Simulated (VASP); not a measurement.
# C (R-3m) in VASP: further runs, part 2 of 2

VASP 6.6.1. Earlier steps stand in the parts before.

### Step 4. Single point, PBE (strain along c alone, the other axes held: -3.0 %, then relaxed in part)

Input file INCAR:

```
PREC = Accurate ; ENCUT = 520
EDIFF = 1E-6 ; ISMEAR = 0
SIGMA = 0.01 ; LREAL = F
LASPH = T ; NELM = 80
ALGO = Normal ; ISIF = 2
LWAVE = F ; LCHARG = T
GGA = PE ; LELF = T
LVHAR = T ; NBANDS = 36
```

Input file KPOINTS:

```
regular mesh
0
Gamma
  18 18 2
```

Input file POSCAR:

```
C
1.0
    2.4665162697      0.0000000000      0.0000000000
   -1.2332581348      2.1360657484      0.0000000000
    0.0000000000      0.0000000000     24.9551972974
C
12
Direct
    0.0000000000      0.0000000000      0.9175619738
    0.3333333333      0.6666666667      0.9175585647
    0.0000000000      0.0000000000      0.7491081020
    0.3333333333      0.6666666667      0.7491046929
    0.6666666667      0.3333333333      0.2508953071
    0.0000000000      0.0000000000      0.2508918980
    0.6666666667      0.3333333333      0.0824414353
    0.0000000000      0.0000000000      0.0824380262
    0.3333333333      0.6666666667      0.5842286405
    0.6666666667      0.3333333333      0.5842252313
    0.3333333333      0.6666666667      0.4157747687
    0.6666666667      0.3333333333      0.4157713595
```

Potentials or basis: VASP PAW PBE potentials, release 64 (C).

Launch:

```console
$ cat potpaw_PBE.64/C/POTCAR > POTCAR
$ mpirun -np 1 vasp_std > vasp.out
```

OUTCAR:

```text
PREC = Accurate
   ENCUT = 520
   EDIFF = 1E-6
   ISMEAR = 0
   LREAL = F
   LASPH = T
   NELM = 80
   ISIF = 2
   GGA = PE

 ion  position               nearest neighbor table
   1  0.000  0.000  0.918-   2 1.42   2 1.42   2 1.42
   2  0.333  0.667  0.918-   1 1.42   1 1.42   1 1.42
   3  0.000  0.000  0.749-   4 1.42   4 1.42   4 1.42
   4  0.333  0.667  0.749-   3 1.42   3 1.42   3 1.42
   5  0.667  0.333  0.251-   6 1.42   6 1.42   6 1.42
   6  0.000  0.000  0.251-   5 1.42   5 1.42   5 1.42
   7  0.667  0.333  0.082-   8 1.42   8 1.42   8 1.42
   8  0.000  0.000  0.082-   7 1.42   7 1.42   7 1.42
   9  0.333  0.667  0.584-  10 1.42  10 1.42  10 1.42
  10  0.667  0.333  0.584-   9 1.42   9 1.42   9 1.42
  11  0.333  0.667  0.416-  12 1.42  12 1.42  12 1.42
  12  0.667  0.333  0.416-  11 1.42  11 1.42  11 1.42

  LATTYP: Found a hexagonal cell.
 ALAT       =     2.4665162697
 C/A-ratio  =    10.1175887643

  Lattice vectors:

 A1 = (   2.4665162697,   0.0000000000,   0.0000000000)
[... 208 lines left out ...]
 Fermi energy:         2.9684554042

 k-point     1 :       0.0000    0.0000    0.0000
  band No.  band energies     occupation
      1     -16.5682      2.00000
      2     -16.5570      2.00000
      3     -16.5570      2.00000
      4     -16.5336      2.00000
      5     -16.5336      2.00000
      6     -16.5222      2.00000
[... 925 lines left out ...]
     35      11.6233      0.00000
     36      11.6467      0.00000

 [... further k-points ...]
[... 5 lines left out ...]
  --------------------------------------------------------------------------------------
  -------------------------------------------------------------------------------------
  Total        0.4523736      0.4523736      0.0656052      0.0000000      0.0000000     -0.0000000
  in kB        5.5124949      5.5124949      0.7994457      0.0000000      0.0000000     -0.0000000
  external PRESSURE =       3.9414785 kB  Pullay stress =       0.0000000 kB

 VOLUME and BASIS-vectors are now :
 -----------------------------------------------------------------------------
  energy-cutoff  :      520.00
  volume of cell :      131.48
      direct lattice vectors                 reciprocal lattice vectors
     2.466516270  0.000000000  0.000000000     0.405430125  0.234075192  0.000000000
    -1.233258135  2.136065748  0.000000000     0.000000000  0.468150384  0.000000000
     0.000000000  0.000000000 24.955197297     0.000000000  0.000000000  0.040071813

 POSITION                                       TOTAL-FORCE (eV/Angst)
 -----------------------------------------------------------------------------------
      0.00000      0.00000     22.89794        -0.000000     -0.000000     -0.000113
     -0.00000      1.42404     22.89786         0.000000     -0.000000      0.000806
      0.00000      0.00000     18.69414        -0.000000      0.000000     -0.000806
     -0.00000      1.42404     18.69406         0.000000      0.000000      0.000113
      1.23326      0.71202      6.26114        -0.000000     -0.000000     -0.000113
      0.00000      0.00000      6.26106        -0.000000     -0.000000      0.000806
      1.23326      0.71202      2.05734         0.000000     -0.000000     -0.000806
      0.00000      0.00000      2.05726         0.000000     -0.000000      0.000113
     -0.00000      1.42404     14.57954        -0.000000      0.000000     -0.000113
      1.23326      0.71202     14.57946        -0.000000      0.000000      0.000806
     -0.00000      1.42404     10.37574         0.000000      0.000000     -0.000806
      1.23326      0.71202     10.37566         0.000000     -0.000000      0.000113
 -----------------------------------------------------------------------------------
    total drift:                                0.000000      0.000000      0.000000

  FREE ENERGIE OF THE ION-ELECTRON SYSTEM (eV)
  ---------------------------------------------------
  free  energy   TOTEN  =      -110.7080049264 eV

  energy  without entropy=     -110.7080049264  energy(sigma->0) =     -110.70800493
```

stdout:

```text
POSCAR found type information on POSCAR C
 POSCAR found :  1 types and      12 ions
 scaLAPACK will be used
 LDA part: xc-table for (Slater+PW92), standard interpolation
 POSCAR, INCAR and KPOINTS ok, starting setup
 FFT: planning ... GRIDC
 FFT: planning ... GRID_SOFT
 FFT: planning ... GRID
 WAVECAR not read
 entering main loop
```

Wall time 5 min (1 thread of Oxide Virtual Turin-like, shared host); peak memory 0.33 GiB.

Results:

| Quantity | Value |
| --- | --- |
| Free energy | -110.7080 eV |
| Pressure | 0.4 GPa |

Stress tensor (GPa, compression positive):
```
0.55 0.00 0.00
0.00 0.55 0.00
0.00 0.00 0.08
```

Caveat: the cell differs from its parent crystal (strain along c alone, the other axes held: -3.0 %, then relaxed in part); this functional lacks dispersion, which binds layers or chains, so the pressure and a relaxed spacing across them are unreliable.

### Step 5. Overview

| cell | pressure (GPa) |
| --- | --- |
| a = 2.491, b = 2.491, c = 26.161 Å, angles 90.0, 90.0, 120.0°, 12 atoms, atomic positions A | -5.7 |
| a = 2.541, b = 2.541, c = 25.264 Å, angles 90.0, 90.0, 120.0°, 12 atoms, atomic positions B | -16.7 |
| a = 2.467, b = 2.467, c = 24.955 Å, angles 90.0, 90.0, 120.0°, 12 atoms, atomic positions B | 0.4 |

Alike in all rows: task single point; level PBE; potentials or basis VASP PAW PBE potentials, release 64 (C); no spin polarisation; k mesh 18 × 18 × 2; cutoff (eV) 520; smearing gaussian 0.01 eV.

Caveats: this functional lacks dispersion, which binds layers or chains, so the pressure and a relaxed spacing across them are unreliable; the stress differs along the axes, from -9 to -0 GPa (at least some runs); the stress differs along the axes, from -25 to 0 GPa (at least some runs).

Absolute energies hang on the potentials; compare differences alone.
